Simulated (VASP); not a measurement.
# Ti (P6_3/mmc) in VASP: settings compared

Aim: see how the results for Ti move with the level of theory and the settings. Levels: PBEsol, revPBE+D3(BJ), PBE, revPBE. Tasks: relaxation of cell and atoms, single point.

Everything below comes from runs of VASP 6.6.1. Logs are shortened: lines on timing, memory, paths and dates and some standing lists are left out, and cuts for length are marked.

**1. The cell of the first run**

Symmetry: P6_3/mmc, No. 194, hexagonal system. The conventional cell has a = 2.950 Å, b = 2.950 Å, c = 4.680 Å, α = 90.00°, β = 90.00°, γ = 120.00°. Within 3.8 Å of Ti (site symmetry -6m2) lie 12 Ti at 2.89 to 2.95 Å.

**2. Relaxation of cell and atoms, PBEsol**

Input file INCAR:

```
  ALGO = Normal
  EDIFF = 1E-6
  EDIFFG = -0.005
  ENCUT = 600
  GGA = PS
  IBRION = 2
  ISIF = 3
  ISMEAR = -1
  LASPH = True
  LCHARG = False
  LREAL = False
  LWAVE = False
  NELM = 80
  NSW = 80
  PREC = Accurate
  SIGMA = 0.05
```

Input file KPOINTS:

```
k-points
0
Gamma
  10 10 6
```

Input file POSCAR:

```
Ti
1.0
    2.9500000000      0.0000000000      0.0000000000
   -1.4750000000      2.5547749412      0.0000000000
    0.0000000000      0.0000000000      4.6800000000
Ti
2
Direct
    0.6666666667      0.3333333333      0.7500000000
    0.3333333333      0.6666666667      0.2500000000
```

Potentials or basis: VASP PAW PBE potentials, release 64 (Ti_sv).

Launch:

```sh
$ cat potpaw_PBE.64/Ti_sv/POTCAR > POTCAR
$ mpirun -np 1 vasp_std > vasp.out
```

OUTCAR:

```text
EDIFF = 1E-6
   EDIFFG = -0.005
   ENCUT = 600
   GGA = PS
   IBRION = 2
   ISIF = 3
   ISMEAR = -1
   LASPH = True
   LREAL = False
   NELM = 80
   NSW = 80
   PREC = Accurate

 ion  position               nearest neighbor table
   1  0.667  0.333  0.750-   2 2.89   2 2.89   2 2.89   2 2.89   2 2.89   2 2.89
   2  0.333  0.667  0.250-   1 2.89   1 2.89   1 2.89   1 2.89   1 2.89   1 2.89

  LATTYP: Found a hexagonal cell.
 ALAT       =     2.9500000000
 C/A-ratio  =     1.5864406780

  Lattice vectors:

 A1 = (   2.9500000000,   0.0000000000,   0.0000000000)
 A2 = (  -1.4750000000,   2.5547749412,   0.0000000000)
 A3 = (   0.0000000000,   0.0000000000,   4.6800000000)

Analysis of symmetry for initial positions (statically):
=====================================================================
 Subroutine PRICEL returns:
 Original cell was already a primitive cell.

 Routine SETGRP: Setting up the symmetry group for a
 hexagonal supercell.

 Subroutine GETGRP returns: Found 24 space group operations
 (whereof 12 operations were pure point group operations)
 out of a pool of 24 trial point group operations.

The static configuration has the point symmetry D_3d.
 The point group associated with its full space group is D_6h.

Analysis of symmetry for dynamics (positions and initial velocities):
=====================================================================
 Subroutine PRICEL returns:
 Original cell was already a primitive cell.

 Routine SETGRP: Setting up the symmetry group for a
 hexagonal supercell.

 Subroutine GETGRP returns: Found 24 space group operations
 (whereof 12 operations were pure point group operations)
 out of a pool of 24 trial point group operations.

The dynamic configuration has the point symmetry D_3d.
 The point group associated with its full space group is D_6h.

 Subroutine INISYM returns: Found 24 space group operations
 (whereof 12 operations are pure point group operations),
 and found     1 'primitive' translations

----------------------------------------------------------------------------------------

                                     Primitive cell

  volume of cell :      35.2712

  direct lattice vectors                    reciprocal lattice vectors
     2.950000000  0.000000000  0.000000000     0.338983051  0.195711956  0.000000000
    -1.475000000  2.554774941  0.000000000     0.000000000  0.391423911  0.000000000
     0.000000000  0.000000000  4.680000000     0.000000000  0.000000000  0.213675214

  length of vectors
     2.950000000  2.950000000  4.680000000     0.391423911  0.391423911  0.213675214

  position of ions in fractional coordinates (direct lattice)
     0.666666667  0.333333333  0.750000000
     0.333333333  0.666666667  0.250000000

  ion indices of the primitive-cell ions
   primitive index   ion index
                 1           1
                 2           2

----------------------------------------------------------------------------------------

 KPOINTS: k-points

Automatic generation of k-mesh.
 Grid dimensions read from file:
 generate k-points for:   10   10    6

 Generating k-lattice:

  Cartesian coordinates                     Fractional coordinates (reciprocal lattice)
     0.033898305  0.019571196  0.000000000     0.100000000 -0.000000000  0.000000000
     0.000000000  0.039142391  0.000000000     0.000000000  0.100000000  0.000000000
     0.000000000  0.000000000  0.035612536     0.000000000  0.000000000  0.166666667

  Length of vectors
     0.039142391  0.039142391  0.035612536

  Shift w.r.t. Gamma in fractional coordinates (k-lattice)
     0.000000000  0.000000000  0.000000000

 Subroutine IBZKPT returns following result:
 ===========================================

 Found     56 irreducible k-points:

 Following reciprocal coordinates:
            Coordinates               Weight
  0.000000  0.000000  0.000000      1.000000
  0.100000  0.000000  0.000000      6.000000
  0.200000  0.000000  0.000000      6.000000
  0.300000  0.000000  0.000000      6.000000
  0.400000  0.000000  0.000000      6.000000
  0.500000  0.000000  0.000000      3.000000
[... 16 lines left out ...]
  0.300000  0.100000  0.166667     24.000000
  0.400000  0.100000  0.166667     24.000000
 [... further k-points ...]
   k-points           NKPTS =     56   k-points in BZ     NKDIM =     56   number of bands    NBANDS=     16
   number of dos      NEDOS =    301   number of ions     NIONS =      2
   total plane-waves  NPLWV =  23040
   dimension x,y,z NGX =    24 NGY =   24 NGZ =   40
   dimension x,y,z NGXF=    48 NGYF=   48 NGZF=   80
   ions per type =               2
   NGX,Y,Z   is equivalent  to a cutoff of  13.53, 13.53, 14.21 a.u.
   NGXF,Y,Z  is equivalent  to a cutoff of  27.05, 27.05, 28.42 a.u.
 SYSTEM =  unknown system
   PREC   = accura    normal or accurate (medium, high low for compatibility)
   ISTART =      0    job   : 0-new  1-cont  2-samecut
   ICHARG =      2    charge: 1-file 2-atom 10-const
   ISPIN  =      1    spin polarized calculation?
   LNONCOLLINEAR =      F non collinear calculations
   LSORBIT =      F    spin-orbit coupling
   LASPH  =      T    aspherical Exc in radial PAW
   ENCUT  =  600.0 eV  44.10 Ry    6.64 a.u.   5.89  5.89  9.35*2*pi/ulx,y,z
   NELM   =     80;   NELMIN=  2; NELMDL= -5     # of ELM steps
   EDIFF  = 0.1E-05   stopping-criterion for ELM
   LREAL  =      F    real-space projection
   EDIFFG = -.5E-02   stopping-criterion for IOM
   NSW    =     80    number of steps for IOM
   IBRION =      2    ionic relax: 0-MD 1-quasi-New 2-CG
   NFREE  =      1    steps in history (QN), initial steepest desc. (CG)
   ISIF   =      3    stress and relaxation
   ISYM   =      2    0-nonsym 1-usesym 2-fastsym
   POTIM  = 0.5000    time-step for ionic-motion
   TEBEG  =    0.0;   TEEND  =   0.0 temperature during run
   PSTRESS=    0.0 pullay stress
   NELECT =      24.0000    total number of electrons
   NUPDOWN=      -1.0000    fix difference up-down
   EMIN   =  10.00;   EMAX   =-10.00  energy-range for DOS
   EFERMI =   0.00;   METHOD = LEGACY
   ISMEAR =    -1;   SIGMA  =   0.05  broadening in eV -4-tet -1-fermi 0-gaus
   EFERMI_NEDOS =   21; number of points for ismear=-14 and -15
   IALGO  =     38    algorithm
   IMIX   =      4    mixing-type and parameters
     AMIX     =   0.40;   BMIX     =  1.00
     AMIX_MAG =   1.60;   BMIX_MAG =  1.00
  volume/ion in A,a.u.               =      17.64       119.01
  Fermi-wavevector in a.u.,A,eV,Ry     =   1.439920  2.721055 28.209912  2.073370
  Thomas-Fermi vector in A             =   2.558722
   LORBIT       =      0    0 simple, 1 ext, 2 COOP (PROOUT), +10 PAW based schemes
   GGA     = PS    functional components
   LHFCALC =     F    Hartree Fock is set to
   AEXX    =    0.0000 exact exchange contribution
   IVDW    =     0    specifies the selected vdW correction
   LEPSILON=     F    determine dielectric tensor
   LRPA    =     F    only Hartree local field effects (RPA)
 conjugate gradient relaxation of ions
 non-spin polarized calculation
  energy-cutoff  :      600.00
  volume of cell :       35.27
 maximum number of plane-waves:      1194
 NGX is ok and might be reduce to    24
   NGX = 11   NGY = 11   NGZ = 19

--------------------------------------- Ionic step        1  -------------------------------------------

 number of electron      23.9999997 magnetization

 Free energy of the ion-electron system (eV)
  ---------------------------------------------------
  ext. energy  EPLUGINS =         0.00000000
  ---------------------------------------------------
  free energy    TOTEN  =       -16.64889977 eV

  energy without entropy =      -16.62891013  energy(sigma->0) =      -16.63890495

------------------------ aborting loop because EDIFF is reached ----------------------------------------

  FORCE on cell =-STRESS in cart. coord.  units (eV):
  Direction    XX          YY          ZZ          XY          YZ          ZX
  --------------------------------------------------------------------------------------
  -------------------------------------------------------------------------------------
  Total       -1.2595346     -1.2595346     -1.3740685      0.0000000      0.0000000      0.0000000
  in kB      -57.2137168    -57.2137168    -62.4163616      0.0000000      0.0000000      0.0000000
  external PRESSURE =     -58.9479318 kB  Pullay stress =       0.0000000 kB

 VOLUME and BASIS-vectors are now :
 -----------------------------------------------------------------------------
  energy-cutoff  :      600.00
  volume of cell :       35.27
      direct lattice vectors                 reciprocal lattice vectors
     2.950000000  0.000000000  0.000000000     0.338983051  0.195711956  0.000000000
    -1.475000000  2.554774941  0.000000000     0.000000000  0.391423911  0.000000000
     0.000000000  0.000000000  4.680000000     0.000000000  0.000000000  0.213675214
[... 217 lines left out ...]
 POSITION                                       TOTAL-FORCE (eV/Angst)
 -----------------------------------------------------------------------------------
      1.45159      0.83807      3.43225        -0.000000      0.000000      0.000000
     -0.00000      1.67615      1.14408         0.000000     -0.000000      0.000000
 -----------------------------------------------------------------------------------
    total drift:                               -0.000000      0.000000     -0.000000

  FREE ENERGIE OF THE ION-ELECTRON SYSTEM (eV)
  ---------------------------------------------------
  free  energy   TOTEN  =       -16.6857582784 eV

  energy  without entropy=      -16.6666344118  energy(sigma->0) =      -16.67619635

--------------------------------------- Ionic step        8  -------------------------------------------

 number of electron      23.9999997 magnetization

 Free energy of the ion-electron system (eV)
  ---------------------------------------------------
  ext. energy  EPLUGINS =         0.00000000
  ---------------------------------------------------
  free energy    TOTEN  =       -16.68577405 eV

  energy without entropy =      -16.66667192  energy(sigma->0) =      -16.67622299

 E-fermi :   8.6333     XC(G=0): -11.8294

 val. band max:        8.6156719417   @ k =   0.3000   0.2000   0.5000
 cond. band min:       8.6673102717   @ k =   0.3000   0.2000   0.3333
 fundamental gap:      0.0516383299
 Fermi energy:         8.6333401346

 k-point     1 :       0.0000    0.0000    0.0000
  band No.  band energies     occupation
      1     -47.9200      2.00000
      2     -47.7528      2.00000
      3     -24.6679      2.00000
      4     -23.9272      2.00000
      5     -23.9272      2.00000
      6     -23.8420      2.00000
[... 8 lines left out ...]
     15       9.9710      0.00000
     16       9.9710      0.00000
[... 419 lines left out ...]
 k-point    24 :       0.4000    0.1000    0.1667
  band No.  band energies     occupation
      1     -47.7758      2.00000
      2     -47.7284      2.00000
      3     -24.4927      2.00000
      4     -24.3586      2.00000
      5     -24.2360      2.00000
      6     -24.0960      2.00000
[... 8 lines left out ...]
     15       9.8706      0.00000
     16      11.8580      0.00000

 [... further k-points ...]
[... 5 lines left out ...]
  --------------------------------------------------------------------------------------
  -------------------------------------------------------------------------------------
  Total       -0.0024195     -0.0024195      0.0023017      0.0000000     -0.0000000      0.0000000
  in kB       -0.1161986     -0.1161986      0.1105383      0.0000000     -0.0000000      0.0000000
  external PRESSURE =      -0.0406196 kB  Pullay stress =       0.0000000 kB

 VOLUME and BASIS-vectors are now :
 -----------------------------------------------------------------------------
  energy-cutoff  :      600.00
  volume of cell :       33.36
      direct lattice vectors                 reciprocal lattice vectors
     2.901881861  0.000000000  0.000000000     0.344603967  0.198957193 -0.000000000
    -1.450940930  2.513103410 -0.000000000     0.000000000  0.397914386 -0.000000000
     0.000000000  0.000000000  4.574611194     0.000000000  0.000000000  0.218597813

 POSITION                                       TOTAL-FORCE (eV/Angst)
 -----------------------------------------------------------------------------------
      1.45094      0.83770      3.43096        -0.000000     -0.000000      0.000000
     -0.00000      1.67540      1.14365         0.000000      0.000000      0.000000
 -----------------------------------------------------------------------------------
    total drift:                               -0.000000      0.000000     -0.000000

  FREE ENERGIE OF THE ION-ELECTRON SYSTEM (eV)
  ---------------------------------------------------
  free  energy   TOTEN  =       -16.6857740545 eV

  energy  without entropy=      -16.6666719215  energy(sigma->0) =      -16.67622299

 reached required accuracy - stopping structural energy minimisation
```

It took 2 min on 1 thread of Intel Xeon Platinum 8488C (Sapphire Rapids), shared host; peak memory 0.18 GiB.

What came out:

* Free energy: -16.6858 eV
* Relaxed volume: 16.68 Å³/atom
* Relaxed cell: a = 2.902 Å, b = 2.902 Å, c = 4.575 Å, α = 90.00°, β = 90.00°, γ = 120.00°
* Space group after relaxing (to 0.05 Å): P6_3/mmc (No. 194)
* Energy gained by relaxing: 18.4 meV/atom
* Ionic steps: 8
* Pressure after relaxing: 0.0 GPa
* Band gap on the k mesh: zero (band 12 reaches 9.43 eV, above the bottom of band 13 at 8.44 eV)

Step by step:
| step | energy change (eV) | largest force (eV/Å) | pressure (GPa) | volume (Å³) |
| --- | --- | --- | --- | --- |
| 1 | 0.0000 | 0.0000 | -5.89 | 35.27 |
| 2 | -0.0170 | 0.0000 | 4.99 | 32.06 |
| 3 | -0.0367 | 0.0000 | -0.01 | 33.37 |
| 4 | -0.0367 | 0.0000 | 0.10 | 33.33 |
| 5 | -0.0368 | 0.0000 | 0.12 | 33.33 |
| 6 | -0.0369 | 0.0000 | 0.13 | 33.33 |
| 7 | -0.0369 | 0.0000 | -0.09 | 33.40 |
| 8 | -0.0369 | 0.0000 | 0.00 | 33.36 |

Final structure:
```
Ti
1.0
     2.90188    0.00000    0.00000
    -1.45094    2.51310    0.00000
     0.00000    0.00000    4.57461
Ti
2
Direct
  0.66667 0.33333 0.75000
  0.33333 0.66667 0.25000
```

Caveat: the PAW data sets were made with another functional, which shifts forces and pressure a little.

(Continued in part 2 of 2.)
